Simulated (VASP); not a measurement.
# ZrC in VASP: notebook

ZrC is run at these levels: PBEsol; tasks: single point.

All numbers are computed with VASP 6.6.1; they aren't measurements. Logs are shortened: lines on timing, memory, paths and dates and some standing lists are left out, and cuts for length are marked.

## (1) The cell of the first run

The structure is cubic, space group Fm-3m (No. 225). The conventional cell has a = 4.731 Å, b = 4.731 Å, c = 4.731 Å, α = 90.00°, β = 90.00°, γ = 90.00°. Within 3.1 Å of Zr (site symmetry m-3m) lie 6 C at 2.37 Å. Within 3.1 Å of C (site symmetry m-3m) lie 6 Zr at 2.37 Å.

## (2) Single point, PBEsol (volume scaled by 1.040)

INCAR

```
SYSTEM = ZrC
PREC = Accurate
ENCUT = 520
EDIFF = 1E-6
ISMEAR = 0
SIGMA = 0.05
LREAL = .FALSE.
LASPH = .TRUE.
NELM = 80
ALGO = Normal
ISIF = 2
LWAVE = .FALSE.
LCHARG = .FALSE.
GGA = PS
NBANDS = 15
```

KPOINTS

```
Automatic mesh
0
G
  12 12 12
  0 0 0
```

POSCAR

```
ZrC
1.0
    0.0000000000      2.3653061590      2.3653061590
    2.3653061590      0.0000000000      2.3653061590
    2.3653061590      2.3653061590      0.0000000000
Zr C
1 1
Direct
    0.5000000000      0.5000000000      0.5000000000
    0.0000000000      0.0000000000      0.0000000000
```

Potentials or basis: VASP PAW PBE potentials, release 64 (Zr_sv, C).

Run with:

```bash
$ cat potpaw_PBE.64/Zr_sv/POTCAR potpaw_PBE.64/C/POTCAR > POTCAR
$ mpirun -np 1 vasp_std > vasp.out
```

OUTCAR:

```text
SYSTEM = ZrC
   PREC = Accurate
   ENCUT = 520
   EDIFF = 1E-6
   ISMEAR = 0
   LREAL = .FALSE.
   LASPH = .TRUE.
   NELM = 80
   ISIF = 2
   GGA = PS

 ion  position               nearest neighbor table
   1  0.500  0.500  0.500-   2 2.37   2 2.37   2 2.37   2 2.37   2 2.37   2 2.37
   2  0.000  0.000  0.000-   1 2.37   1 2.37   1 2.37   1 2.37   1 2.37   1 2.37

  LATTYP: Found a face centered cubic cell.
 ALAT       =     4.7306123180

  Lattice vectors:

 A1 = (   0.0000000000,   2.3653061590,   2.3653061590)
 A2 = (   2.3653061590,   0.0000000000,   2.3653061590)
 A3 = (   2.3653061590,   2.3653061590,   0.0000000000)

Analysis of symmetry for initial positions (statically):
=====================================================================
 Subroutine PRICEL returns:
 Original cell was already a primitive cell.

 Routine SETGRP: Setting up the symmetry group for a
 face centered cubic supercell.

 Subroutine GETGRP returns: Found 48 space group operations
[... 9 lines left out ...]

 Routine SETGRP: Setting up the symmetry group for a
 face centered cubic supercell.

 Subroutine GETGRP returns: Found 48 space group operations
[... 11 lines left out ...]
                                     Primitive cell

  volume of cell :      26.4662

  direct lattice vectors                    reciprocal lattice vectors
     0.000000000  2.365306159  2.365306159    -0.211389125  0.211389125  0.211389125
     2.365306159  0.000000000  2.365306159     0.211389125 -0.211389125  0.211389125
     2.365306159  2.365306159  0.000000000     0.211389125  0.211389125 -0.211389125

  length of vectors
     3.345048049  3.345048049  3.345048049     0.366136705  0.366136705  0.366136705

  position of ions in fractional coordinates (direct lattice)
     0.500000000  0.500000000  0.500000000
     0.000000000  0.000000000  0.000000000

  ion indices of the primitive-cell ions
   primitive index   ion index
                 1           1
                 2           2

----------------------------------------------------------------------------------------

 KPOINTS: Automatic mesh

Automatic generation of k-mesh.
 Grid dimensions read from file:
 generate k-points for:   12   12   12

 Generating k-lattice:

  Cartesian coordinates                     Fractional coordinates (reciprocal lattice)
    -0.017615760  0.017615760  0.017615760     0.083333333  0.000000000  0.000000000
     0.017615760 -0.017615760  0.017615760     0.000000000  0.083333333  0.000000000
     0.017615760  0.017615760 -0.017615760     0.000000000  0.000000000  0.083333333

  Length of vectors
     0.030511392  0.030511392  0.030511392

[... 58 lines left out ...]
   NFREE  =      0    steps in history (QN), initial steepest desc. (CG)
   ISIF   =      2    stress and relaxation
   ISYM   =      2    0-nonsym 1-usesym 2-fastsym
   POTIM  = 0.5000    time-step for ionic-motion
   TEBEG  =    0.0;   TEEND  =   0.0 temperature during run
   PSTRESS=    0.0 pullay stress
   NELECT =      16.0000    total number of electrons
   NUPDOWN=      -1.0000    fix difference up-down
   EMIN   =  10.00;   EMAX   =-10.00  energy-range for DOS
   EFERMI =   0.00;   METHOD = LEGACY
   ISMEAR =     0;   SIGMA  =   0.05  broadening in eV -4-tet -1-fermi 0-gaus
   EFERMI_NEDOS =   21; number of points for ismear=-14 and -15
   IALGO  =     38    algorithm
   IMIX   =      4    mixing-type and parameters
     AMIX     =   0.40;   BMIX     =  1.00
     AMIX_MAG =   1.60;   BMIX_MAG =  1.00
  volume/ion in A,a.u.               =      13.23        89.30
  Fermi-wavevector in a.u.,A,eV,Ry     =   1.384259  2.615871 26.071129  1.916174
  Thomas-Fermi vector in A             =   2.508780
   LORBIT       =      0    0 simple, 1 ext, 2 COOP (PROOUT), +10 PAW based schemes
   GGA     = PS    functional components
   LHFCALC =     F    Hartree Fock is set to
   AEXX    =    0.0000 exact exchange contribution
   IVDW    =     0    specifies the selected vdW correction
   LEPSILON=     F    determine dielectric tensor
   LRPA    =     F    only Hartree local field effects (RPA)
 non-spin polarized calculation
 Gauss-broadening in eV      SIGMA  =   0.05
  energy-cutoff  :      520.00
  volume of cell :       26.47
 maximum number of plane-waves:       725
 NGX is ok and might be reduce to    28
   NGX = 13   NGY = 13   NGZ = 13

 number of electron      16.0000000 magnetization

 Free energy of the ion-electron system (eV)
  ---------------------------------------------------
  ext. energy  EPLUGINS =         0.00000000
  ---------------------------------------------------
  free energy    TOTEN  =       -20.54668297 eV

  energy without entropy =      -20.54594753  energy(sigma->0) =      -20.54631525

 E-fermi :   9.3484     XC(G=0): -12.1856

 val. band max:        9.3252017754   @ k =   0.5000   0.5000   0.0000
 cond. band min:       9.3694370805   @ k =   0.4167   0.3333   0.0000
 fundamental gap:      0.0442353050
 Fermi energy:         9.3484117751

 k-point     1 :       0.0000    0.0000    0.0000
  band No.  band energies     occupation
      1     -38.7776      2.00000
      2     -16.5304      2.00000
      3     -16.5304      2.00000
      4     -16.5304      2.00000
      5      -1.9387      2.00000
      6      10.2222      0.00000
      7      10.2222      0.00000
      8      10.2222      0.00000
      9      10.3224      0.00000
     10      10.3224      0.00000
     11      10.3224      0.00000
     12      12.0224      0.00000
     13      12.0224      0.00000
     14      16.3489      0.00000
[... 401 lines left out ...]
      2     -17.2570      2.00000
      3     -16.7534      2.00000
      4     -16.6360      2.00000
      5       0.6720      2.00000
      6       4.6403      2.00000
      7       6.6831      2.00000
      8       6.7046      2.00000
      9      12.8827      0.00000
     10      13.4272      0.00000
     11      14.0050      0.00000
     12      17.0827      0.00000
     13      18.4967      0.00000
     14      18.8003      0.00000
     15      22.4114      0.00000

 [... further k-points ...]
[... 5 lines left out ...]
  --------------------------------------------------------------------------------------
  -------------------------------------------------------------------------------------
  Total       -1.3510359     -1.3510359     -1.3510359      0.0000000      0.0000000     -0.0000000
  in kB      -81.7872076    -81.7872076    -81.7872076      0.0000000      0.0000000     -0.0000000
  external PRESSURE =     -81.7872076 kB  Pullay stress =       0.0000000 kB

 VOLUME and BASIS-vectors are now :
 -----------------------------------------------------------------------------
  energy-cutoff  :      520.00
  volume of cell :       26.47
      direct lattice vectors                 reciprocal lattice vectors
     0.000000000  2.365306159  2.365306159    -0.211389125  0.211389125  0.211389125
     2.365306159  0.000000000  2.365306159     0.211389125 -0.211389125  0.211389125
     2.365306159  2.365306159  0.000000000     0.211389125  0.211389125 -0.211389125

 POSITION                                       TOTAL-FORCE (eV/Angst)
 -----------------------------------------------------------------------------------
      2.36531      2.36531      2.36531        -0.000000     -0.000000      0.000000
      0.00000      0.00000      0.00000         0.000000      0.000000     -0.000000
 -----------------------------------------------------------------------------------
    total drift:                                0.000000      0.000000      0.000000

  FREE ENERGIE OF THE ION-ELECTRON SYSTEM (eV)
  ---------------------------------------------------
  free  energy   TOTEN  =       -20.5466829743 eV

  energy  without entropy=      -20.5459475320  energy(sigma->0) =      -20.54631525
```

Wall time 22 s (1 thread of AMD EPYC 9R45 (Zen 5), shared host); peak memory 0.14 GiB.

What came out:

```yaml
Free_energy: -20.5467 eV
Pressure: -8.2 GPa
Band_gap_on_the_k_mesh: zero (band 8 reaches 10.22 eV, above the bottom of band 9 at 8.90 eV)
```

Levels at points of the mesh, in eV from the Fermi level:
| k point | band 5 | band 6 | band 7 | band 8 | band 9 | band 10 | band 11 | band 12 |
| --- | --- | --- | --- | --- | --- | --- | --- | --- |
| (0.00, 0.00, 0.00) | -11.29 | 0.87 | 0.87 | 0.87 | 0.97 | 0.97 | 0.97 | 2.67 |
| (0.50, 0.00, 0.00) | -8.26 | -5.34 | -2.95 | -2.95 | 4.32 | 4.32 | 5.14 | 6.31 |
| (0.50, 0.50, 0.00) | -10.09 | -2.17 | -1.83 | -0.02 | -0.02 | 4.29 | 5.46 | 5.46 |

Caveat: the PAW data sets were made with another functional, which shifts forces and pressure a little.

## (3) Single point, PBEsol (atom 1 (Zr) moved 0.02 Å along z)

INCAR

```
ALGO     = Normal         # electronic algorithm
EDIFF    = 1E-6           # SCF threshold, eV
ENCUT    = 520            # plane-wave cutoff, eV
GGA      = PS             # functional
ISIF     = 2              # what is computed and relaxed
ISMEAR   = 0              # smearing method
LASPH    = T              # aspherical terms in the spheres
LCHARG   = T              # write CHGCAR
LELF     = T              # ELF
LREAL    = F              # projectors in reciprocal space
LVHAR    = T            
LWAVE    = F              # write WAVECAR
NBANDS   = 15             # bands
NELM     = 80             # most SCF steps
PREC     = Accurate       # precision mode
SIGMA    = 0.05           # smearing width, eV
```

KPOINTS

```
k-points
0
Gamma
  12 12 12
```

POSCAR

```
ZrC
1.0
    0.0000000000      2.3345844199      2.3345844199
    2.3345844199      0.0000000000      2.3345844199
    2.3345844199      2.3345844199      0.0000000000
Zr C
1 1
Direct
    0.5042834176      0.5042834176      0.4957165824
    0.0000000000      0.0000000000      0.0000000000
```

Potentials or basis: VASP PAW PBE potentials, release 64 (Zr_sv, C).

Run with:

```bash
$ cat potpaw_PBE.64/Zr_sv/POTCAR potpaw_PBE.64/C/POTCAR > POTCAR
$ mpirun -np 1 vasp_std > vasp.out
```

Wall time 48 s (1 thread of AMD EPYC 9R45 (Zen 5), shared host); peak memory 0.17 GiB.

It converged, with:

```yaml
Free_energy: -20.5702 eV
Pressure: 0.4 GPa
Largest_force: 0.148 eV/Å
Band_gap_on_the_k_mesh: zero (band 8 reaches 10.67 eV, above the bottom of band 9 at 9.35 eV)
```

Forces in eV/Å, atoms in the order of the input:
```
Zr   0.000  0.000 -0.148
C    0.000  0.000  0.148
```

Stress tensor (GPa, compression positive):
```
0.40 0.00 0.00
0.00 0.40 0.00
0.00 0.00 0.52
```

Levels at points of the mesh, in eV from the Fermi level:
```tsv
k point	band 5	band 6	band 7	band 8	band 9	band 10	band 11	band 12
(0.00, 0.00, 0.00)	-11.43	0.80	0.80	0.87	0.98	1.06	1.06	2.78
(0.50, 0.00, 0.00)	-8.20	-5.49	-3.09	-3.09	4.53	4.53	5.38	6.48
(0.50, 0.50, 0.00)	-10.26	-2.11	-1.96	0.01	0.01	4.49	5.74	5.74
(0.00, 0.50, 0.50)	-10.26	-2.11	-1.97	0.01	0.02	4.50	5.74	5.74
```

Caveat: the cell differs from its parent crystal (atom 1 (Zr) moved 0.02 Å along z); the PAW data sets were made with another functional, which shifts forces and pressure a little.
